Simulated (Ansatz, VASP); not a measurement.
## One calculation of Ti, two programs

Contents of INCAR:

```
SYSTEM = Ti
PREC     = Accurate       ! precision mode
ENCUT    = 520            ! plane-wave cutoff, eV
EDIFF    = 1E-7           ! SCF threshold, eV
ISMEAR   = 0              ! smearing method
SIGMA    = 0.15           ! smearing width, eV
LREAL    = .False.        ! projectors in reciprocal space
LASPH    = .True.         ! aspherical terms in the spheres
NELM     = 100            ! most SCF steps
ALGO     = Fast           ! electronic algorithm
ISIF     = 2              ! what is computed and relaxed
LWAVE    = .False.        ! write WAVECAR
LCHARG   = .False.        ! write CHGCAR
NBANDS   = 12             ! bands
```

Contents of KPOINTS:

```
regular mesh
0
Gamma
  22 22 22
  0 0 0
```

Contents of POSCAR:

```
Ti
1.0
    0.0000000000      1.9251469109      2.2466464450
    1.9251469109      0.0000000000      2.2466464450
    1.9251469109      1.9251469109      0.0000000000
Ti
1
Direct
    0.0000000000      0.0000000000      0.0000000000
```

Input for Ansatz:

```yaml
crystal:
  lattice:
    - [0.0, 1.9251469109, 2.246646445]
    - [1.9251469109, 0.0, 2.246646445]
    - [1.9251469109, 1.9251469109, 0.0]
  atoms:
    - { symbol: Ti, position: [0.0, 0.0, 0.0] }
basis:
  ecutwfc: 520.0
kpoints:
  mp_grid: { grid: [22, 22, 22] }
hamiltonian:
  xc: lda
  pseudopotentials: { kind: paw, azcp: { folder: soft_1 } }
scf:
  occupations: { method: gaussian, width: 0.15 }
output:
  forces: true
  stress: true
  eigenvalues: true
  write_density: true
  write_potential: true
  elf: true
  volumetric_format: npy
```

Alike in both runs: task single point; functional LDA; k mesh 22 × 22 × 22; occupations gaussian, width 0.15 eV; no spin polarisation.

```csv
,VASP,Ansatz
version,VASP 6.6.1,Ansatz 0.2.0
potentials or method,"VASP PAW LDA potentials, release 64 (Ti_sv), cutoff 520 eV","scalar-relativistic, plane waves, PAW"
valence electrons in the cell,12,12
```

```tsv
	VASP	Ansatz	Ansatz less VASP
gap on the k mesh at the Fermi level (eV)	none	none	-
pressure (GPa)	-4.9	-4.8	+0.08
traceless stress, the component that is largest in VASP (GPa)	-2.52	-2.52	+0.007
```

Ansatz warns that its potentials were made for another functional, while VASP's fit it. LDA's correlation is that of Perdew and Zunger in VASP and of Perdew and Wang (1992) in Ansatz. A gap of «none» marks a metal or a gap that the smearing closes.
